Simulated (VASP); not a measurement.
# Bi in VASP: notebook

Bi is run at these levels: PBE; tasks: single point, relaxation of cell and atoms.

Everything below comes from runs of VASP 6.6.1. Logs are shortened: lines on timing, memory, paths and dates and some standing lists are left out, and cuts for length are marked.

### Step 1. The cell of the first run

The structure is tetragonal, space group I4/mmm (No. 139). Conventional cell: a = 8.926 Å, b = 8.926 Å, c = 4.232 Å, α = 90.00°, β = 90.00°, γ = 90.00°. Within 4.4 Å of Bi (site symmetry 4/mmm) lie 10 Bi at 3.36 to 4.23 Å. Bi (site symmetry m2m) has 11 Bi at 3.36 to 4.23 Å within 4.4 Å.

### Step 2. Single point, PBE

INCAR

```
PREC = Accurate ; ENCUT = 520
EDIFF = 1E-6 ; ISMEAR = 0
SIGMA = 0.1 ; LREAL = False
LASPH = True ; NELM = 100
ALGO = Normal ; ISIF = 2
LWAVE = False ; LCHARG = False
GGA = PE ; NBANDS = 46
```

KPOINTS

```
regular mesh
0
Gamma
  10 10 10
```

POSCAR

```
Bi
1.0
   -4.4631675192      4.4631675192      2.1160565212
    4.4631675192     -4.4631675192      2.1160565212
    4.4631675192      4.4631675192     -2.1160565212
Bi
5
Direct
    0.5000000000      0.5000000000      0.0000000000
    0.2920349256      0.0000000000      0.2920349256
    0.7079650744      0.0000000000      0.7079650744
    0.0000000000      0.2920349256      0.2920349256
    0.0000000000      0.7079650744      0.7079650744
```

Potentials or basis: VASP PAW PBE potentials, release 64 (Bi_d).

Started as:

```console
cat potpaw_PBE.64/Bi_d/POTCAR > POTCAR
mpirun -np 1 vasp_std > vasp.out
```

OUTCAR:

```text
PREC = Accurate
   ENCUT = 520
   EDIFF = 1E-6
   ISMEAR = 0
   LREAL = False
   LASPH = True
   NELM = 100
   ISIF = 2
   GGA = PE

 ion  position               nearest neighbor table
   1  0.500  0.500  0.000-   3 3.36   5 3.36   2 3.36   4 3.36   2 3.36   4 3.36   3 3.36   5 3.36

   2  0.292  0.000  0.292-   1 3.36   1 3.36   5 3.37   5 3.37   4 3.37   4 3.37   4 3.69   5 3.69
                             3 3.71
   3  0.708  0.000  0.708-   1 3.36   1 3.36   4 3.37   5 3.37   5 3.37   4 3.37   5 3.69   4 3.69
                             2 3.71
   4  0.000  0.292  0.292-   1 3.36   1 3.36   3 3.37   3 3.37   2 3.37   2 3.37   2 3.69   3 3.69
                             5 3.71
   5  0.000  0.708  0.708-   1 3.36   1 3.36   2 3.37   3 3.37   3 3.37   2 3.37   3 3.69   2 3.69
                             4 3.71

  LATTYP: Found a body centered tetragonal cell.
 ALAT       =     8.9263350384
 C/A-ratio  =     0.4741154151

  Lattice vectors:

 A1 = (  -4.4631675192,   4.4631675192,   2.1160565212)
 A2 = (   4.4631675192,  -4.4631675192,   2.1160565212)
 A3 = (   4.4631675192,   4.4631675192,  -2.1160565212)

Analysis of symmetry for initial positions (statically):
=====================================================================
 Subroutine PRICEL returns:
 Original cell was already a primitive cell.

 Routine SETGRP: Setting up the symmetry group for a
 body centered tetragonal supercell.

 Subroutine GETGRP returns: Found 16 space group operations
 (whereof 16 operations were pure point group operations)
 out of a pool of 16 trial point group operations.

The static configuration has the point symmetry D_4h.

Analysis of symmetry for dynamics (positions and initial velocities):
=====================================================================
 Subroutine PRICEL returns:
 Original cell was already a primitive cell.

 Routine SETGRP: Setting up the symmetry group for a
 body centered tetragonal supercell.

 Subroutine GETGRP returns: Found 16 space group operations
 (whereof 16 operations were pure point group operations)
 out of a pool of 16 trial point group operations.

The dynamic configuration has the point symmetry D_4h.

 Subroutine INISYM returns: Found 16 space group operations
 (whereof 16 operations are pure point group operations),
 and found     1 'primitive' translations

----------------------------------------------------------------------------------------

                                     Primitive cell

  volume of cell :     168.6062

  direct lattice vectors                    reciprocal lattice vectors
    -4.463167519  4.463167519  2.116056521     0.000000000  0.112028060  0.236288584
     4.463167519 -4.463167519  2.116056521     0.112028060  0.000000000  0.236288584
     4.463167519  4.463167519 -2.116056521     0.112028060  0.112028060  0.000000000

  length of vectors
     6.657133303  6.657133303  6.657133303     0.261500634  0.261500634  0.158431602

  position of ions in fractional coordinates (direct lattice)
     0.500000000  0.500000000  0.000000000
     0.292034926  0.000000000  0.292034926
     0.707965074  0.000000000  0.707965074
     0.000000000  0.292034926  0.292034926
     0.000000000  0.707965074  0.707965074

  ion indices of the primitive-cell ions
   primitive index   ion index
                 1           1
                 2           2
                 3           3
                 4           4
                 5           5

----------------------------------------------------------------------------------------

 KPOINTS: regular mesh

Automatic generation of k-mesh.
 Grid dimensions read from file:
 generate k-points for:   10   10   10

 Generating k-lattice:

  Cartesian coordinates                     Fractional coordinates (reciprocal lattice)
     0.000000000  0.011202806  0.023628858     0.100000000 -0.000000000  0.000000000
     0.011202806  0.000000000  0.023628858    -0.000000000  0.100000000  0.000000000
     0.011202806  0.011202806  0.000000000     0.000000000  0.000000000  0.100000000

  Length of vectors
     0.026150063  0.026150063  0.015843160

  Shift w.r.t. Gamma in fractional coordinates (k-lattice)
     0.000000000  0.000000000  0.000000000

 Subroutine IBZKPT returns following result:
 ===========================================

 Found    102 irreducible k-points:

 Following reciprocal coordinates:
            Coordinates               Weight
  0.000000  0.000000  0.000000      1.000000
  0.100000 -0.000000  0.000000      8.000000
  0.200000 -0.000000  0.000000      8.000000
  0.300000  0.000000 -0.000000      8.000000
  0.400000 -0.000000  0.000000      8.000000
  0.500000  0.000000  0.000000      4.000000
[... 16 lines left out ...]
  0.300000  0.300000  0.000000      8.000000
  0.400000  0.300000  0.000000     16.000000
 [... further k-points ...]
   k-points           NKPTS =    102   k-points in BZ     NKDIM =    102   number of bands    NBANDS=     46
   number of dos      NEDOS =    301   number of ions     NIONS =      5
   total plane-waves  NPLWV = 125000
   dimension x,y,z NGX =    50 NGY =   50 NGZ =   50
   dimension x,y,z NGXF=   100 NGYF=  100 NGZF=  100
   ions per type =               5
   NGX,Y,Z   is equivalent  to a cutoff of  12.49, 12.49, 12.49 a.u.
   NGXF,Y,Z  is equivalent  to a cutoff of  24.97, 24.97, 24.97 a.u.
 SYSTEM =  unknown system
   PREC   = accura    normal or accurate (medium, high low for compatibility)
   ISTART =      0    job   : 0-new  1-cont  2-samecut
   ICHARG =      2    charge: 1-file 2-atom 10-const
   ISPIN  =      1    spin polarized calculation?
   LNONCOLLINEAR =      F non collinear calculations
   LSORBIT =      F    spin-orbit coupling
   LASPH  =      T    aspherical Exc in radial PAW
   ENCUT  =  520.0 eV  38.22 Ry    6.18 a.u.  12.38 12.38 12.38*2*pi/ulx,y,z
   NELM   =    100;   NELMIN=  2; NELMDL= -5     # of ELM steps
   EDIFF  = 0.1E-05   stopping-criterion for ELM
   LREAL  =      F    real-space projection
   EDIFFG = 0.1E-04   stopping-criterion for IOM
   NSW    =      0    number of steps for IOM
   IBRION =     -1    ionic relax: 0-MD 1-quasi-New 2-CG
   NFREE  =      0    steps in history (QN), initial steepest desc. (CG)
   ISIF   =      2    stress and relaxation
   ISYM   =      2    0-nonsym 1-usesym 2-fastsym
   POTIM  = 0.5000    time-step for ionic-motion
   TEBEG  =    0.0;   TEEND  =   0.0 temperature during run
   PSTRESS=    0.0 pullay stress
   NELECT =      75.0000    total number of electrons
   NUPDOWN=      -1.0000    fix difference up-down
   EMIN   =  10.00;   EMAX   =-10.00  energy-range for DOS
   EFERMI =   0.00;   METHOD = LEGACY
   ISMEAR =     0;   SIGMA  =   0.10  broadening in eV -4-tet -1-fermi 0-gaus
   EFERMI_NEDOS =   21; number of points for ismear=-14 and -15
   IALGO  =     38    algorithm
   IMIX   =      4    mixing-type and parameters
     AMIX     =   0.40;   BMIX     =  1.00
     AMIX_MAG =   1.60;   BMIX_MAG =  1.00
  volume/ion in A,a.u.               =      33.72       227.56
  Fermi-wavevector in a.u.,A,eV,Ry     =   1.249695  2.361581 21.248731  1.561738
  Thomas-Fermi vector in A             =   2.383724
   LORBIT       =      0    0 simple, 1 ext, 2 COOP (PROOUT), +10 PAW based schemes
   GGA     = PE    functional components
   LHFCALC =     F    Hartree Fock is set to
   AEXX    =    0.0000 exact exchange contribution
   IVDW    =     0    specifies the selected vdW correction
   LEPSILON=     F    determine dielectric tensor
   LRPA    =     F    only Hartree local field effects (RPA)
 non-spin polarized calculation
 Gauss-broadening in eV      SIGMA  =   0.10
  energy-cutoff  :      520.00
  volume of cell :      168.61
 maximum number of plane-waves:      4572
 NGX is ok and might be reduce to    50
   NGX = 25   NGY = 25   NGZ = 25

 number of electron      75.0000018 magnetization

 Free energy of the ion-electron system (eV)
  ---------------------------------------------------
  ext. energy  EPLUGINS =         0.00000000
  ---------------------------------------------------
  free energy    TOTEN  =       -18.92442779 eV

  energy without entropy =      -18.90883120  energy(sigma->0) =      -18.91662949

 E-fermi :   6.8464     XC(G=0):  -9.8232

 val. band max:        6.8429512998   @ k =  -0.3000  -0.3000   0.2000
 cond. band min:       6.8469860092   @ k =  -0.1000  -0.1000   0.1000
 fundamental gap:      0.0040347094
 Fermi energy:         6.8463982199

 k-point     1 :       0.0000    0.0000    0.0000
  band No.  band energies     occupation
      1     -16.0823      2.00000
      2     -16.0716      2.00000
      3     -16.0687      2.00000
      4     -16.0687      2.00000
      5     -16.0574      2.00000
      6     -16.0355      2.00000
[... 38 lines left out ...]
     45      11.6623      0.00000
     46      11.6698      0.00000

 k-point     2 :       0.1000   -0.0000    0.0000
  band No.  band energies     occupation
      1     -16.0902      2.00000
      2     -16.0716      2.00000
      3     -16.0690      2.00000
      4     -16.0645      2.00000
      5     -16.0561      2.00000
      6     -16.0320      2.00000
[... 38 lines left out ...]
     45      11.3077      0.00000
     46      11.3088      0.00000

 k-point     3 :       0.2000   -0.0000    0.0000
  band No.  band energies     occupation
      1     -16.0947      2.00000
      2     -16.0758      2.00000
      3     -16.0694      2.00000
      4     -16.0566      2.00000
      5     -16.0524      2.00000
      6     -16.0323      2.00000
[... 38 lines left out ...]
     45      10.9049      0.00000
     46      11.7373      0.00000

 k-point     4 :       0.3000    0.0000   -0.0000
  band No.  band energies     occupation
      1     -16.0866      2.00000
      2     -16.0756      2.00000
      3     -16.0742      2.00000
      4     -16.0487      2.00000
      5     -16.0487      2.00000
      6     -16.0338      2.00000
[... 920 lines left out ...]
     45      11.1645      0.00000
     46      11.1706      0.00000

 k-point    23 :       0.3000    0.3000    0.0000
  band No.  band energies     occupation
      1     -16.0773      2.00000
      2     -16.0710      2.00000
      3     -16.0574      2.00000
      4     -16.0574      2.00000
      5     -16.0481      2.00000
      6     -16.0262      2.00000
[... 38 lines left out ...]
     45      11.2576      0.00000
     46      11.7178      0.00000

 k-point    24 :       0.4000    0.3000    0.0000
  band No.  band energies     occupation
      1     -16.0807      2.00000
      2     -16.0773      2.00000
      3     -16.0657      2.00000
      4     -16.0598      2.00000
      5     -16.0459      2.00000
      6     -16.0305      2.00000
[... 38 lines left out ...]
     45      11.1544      0.00000
     46      12.1428      0.00000

 [... further k-points ...]
[... 5 lines left out ...]
  --------------------------------------------------------------------------------------
  -------------------------------------------------------------------------------------
  Total       -0.0636641     -0.0636641     -0.1061572      0.0000000     -0.0000000      0.0000000
  in kB       -0.6049670     -0.6049670     -1.0087570      0.0000000     -0.0000000      0.0000000
  external PRESSURE =      -0.7395637 kB  Pullay stress =       0.0000000 kB

 VOLUME and BASIS-vectors are now :
 -----------------------------------------------------------------------------
  energy-cutoff  :      520.00
  volume of cell :      168.61
      direct lattice vectors                 reciprocal lattice vectors
    -4.463167519  4.463167519  2.116056521     0.000000000  0.112028060  0.236288584
     4.463167519 -4.463167519  2.116056521     0.112028060  0.000000000  0.236288584
     4.463167519  4.463167519 -2.116056521     0.112028060  0.112028060  0.000000000

 POSITION                                       TOTAL-FORCE (eV/Angst)
 -----------------------------------------------------------------------------------
      0.00000      0.00000      2.11606        -0.000000      0.000000      0.000000
      0.00000      2.60680      0.00000        -0.000000      0.000939      0.000000
      0.00000      6.31953      0.00000        -0.000000     -0.000939     -0.000000
      2.60680      0.00000      0.00000         0.000939      0.000000      0.000000
      6.31953      0.00000      0.00000        -0.000939     -0.000000     -0.000000
 -----------------------------------------------------------------------------------
    total drift:                                0.000000      0.000000     -0.000000

  FREE ENERGIE OF THE ION-ELECTRON SYSTEM (eV)
  ---------------------------------------------------
  free  energy   TOTEN  =       -18.9244277876 eV

  energy  without entropy=      -18.9088311967  energy(sigma->0) =      -18.91662949
```

It took 9.2 min on 1 thread of Intel Xeon Platinum 8488C (Sapphire Rapids), shared host; peak memory 0.69 GiB.

Results:

- Free energy: -18.9244 eV
- Pressure: -0.1 GPa

Caveat: spin-orbit coupling is left out, which moves the levels of the heavy elements.

### Step 3. Single point, PBE

This run uses another cell than the first one, of 34.78 Å³/atom, 1.031 times its volume.

INCAR

```
SYSTEM = Bi
PREC = Accurate
ENCUT = 520
EDIFF = 1E-6
ISMEAR = 0
SIGMA = 0.1
LREAL = .False.
LASPH = .True.
NELM = 100
ALGO = Normal
ISIF = 2
LWAVE = .False.
LCHARG = .False.
GGA = PE
NBANDS = 46
```

KPOINTS

```
regular mesh
0
Gamma
  4 4 4
  0 0 0
```

POSCAR

```
Bi
1.0
   -4.0994424894      4.0994424894      2.5866659112
    4.0994424894     -4.0994424894      2.5866659112
    4.0994424894      4.0994424894     -2.5866659112
Bi
5
Direct
    0.3359993016      0.3359993016      0.0000000000
    0.1052628599      0.8326676746      0.2725951853
    0.5600724893      0.8326676746      0.7274048147
    0.8326676746      0.1052628599      0.2725951853
    0.8326676746      0.5600724893      0.7274048147
```

Potentials or basis: VASP PAW PBE potentials, release 64 (Bi_d).

Started as:

```console
cat potpaw_PBE.64/Bi_d/POTCAR > POTCAR
mpirun -np 1 vasp_std > vasp.out
```

It took 73 s on 1 thread of Intel Xeon Platinum 8488C (Sapphire Rapids), shared host; peak memory 0.34 GiB.

It converged, with:

```yaml
Free_energy: -18.7804 eV
Pressure: -0.3 GPa
Largest_force: 0.037 eV/Å
```

Forces in eV/Å, atoms in the order of the input:
```
Bi   0.000  0.000 -0.033
Bi   0.000  0.036  0.008
Bi   0.000 -0.036  0.008
Bi   0.036  0.000  0.008
Bi  -0.036  0.000  0.008
```

Stress tensor (GPa, compression positive):
```
-0.33  0.00  0.00
 0.00 -0.33  0.00
 0.00  0.00 -0.19
```

Levels at points of the mesh, in eV from the Fermi level:
| k point | band 35 | band 36 | band 37 | band 38 | band 39 | band 40 |
| --- | --- | --- | --- | --- | --- | --- |
| (0.00, 0.00, 0.00) | -1.75 | -1.37 | -0.88 | -0.88 | -0.78 | -0.78 |
| (0.50, 0.00, 0.00) | -1.71 | -1.30 | -0.87 | 1.04 | 1.20 | 1.54 |
| (0.50, 0.50, 0.00) | -2.04 | -0.73 | -0.18 | 0.40 | 0.74 | 0.84 |
| (0.50, 0.50, 0.50) | -0.78 | -0.11 | -0.11 | 0.24 | 0.70 | 0.70 |

Caveat: spin-orbit coupling is left out, which moves the levels of the heavy elements.

[end of part 1 of 2]
